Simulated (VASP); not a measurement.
Set up this calculation in VASP 6.6.1, as the native input.

```yaml
Task: single point
Functional: PBEsol
Potentials_or_basis: VASP PAW PBE potentials, release 64 (Ge_d)
Cutoff: 520 eV
k_mesh: 15 × 15 × 15
Occupations: fermi-dirac, width 0.1 eV
Spin: no spin polarisation
Dipole_correction: no
Further_INCAR_settings: ALGO = Normal; EDIFF = 1e-06; NBANDS = 13
```

The structure of Ge lies in POSCAR:

```
Ge
1.0
    2.2233292795      0.0000000000      0.0000000000
    0.0000000000      2.2233292795      0.0000000000
    0.0000000000      0.0000000000      2.2233292795
Ge
1
Direct
    0.0000000000      0.0000000000      0.0000000000
```

This cell differs from its parent crystal: volume scaled by 0.58.

The input as run:

INCAR

```
SYSTEM = Ge
PREC = Accurate
ENCUT = 520
EDIFF = 1E-6
ISMEAR = -1
SIGMA = 0.1
LREAL = .FALSE.
LASPH = .TRUE.
NELM = 80
ALGO = Normal
ISIF = 2
LWAVE = .FALSE.
LCHARG = .FALSE.
GGA = PS
NBANDS = 13
```

KPOINTS

```
regular mesh
0
G
  15 15 15
  0 0 0
```

Potentials or basis: VASP PAW PBE potentials, release 64 (Ge_d).

Command:

```console
$ cat potpaw_PBE.64/Ge_d/POTCAR > POTCAR
$ mpirun -np 1 vasp_std > vasp.out
```

It gave:

```
Pressure               : 150.4 GPa
Band gap on the k mesh : zero (band 7 reaches 24.17 eV, above the bottom of band 8 at 11.48 eV)
```

Caveat: the PAW data sets were made with another functional, which shifts forces and pressure a little.

Wall time 12 s on 1 thread of Intel(R) Xeon(R) Platinum 8259CL CPU @ 2.50GHz (Skylake/Cascade Lake), on a shared host, peak memory 0.13 GiB.
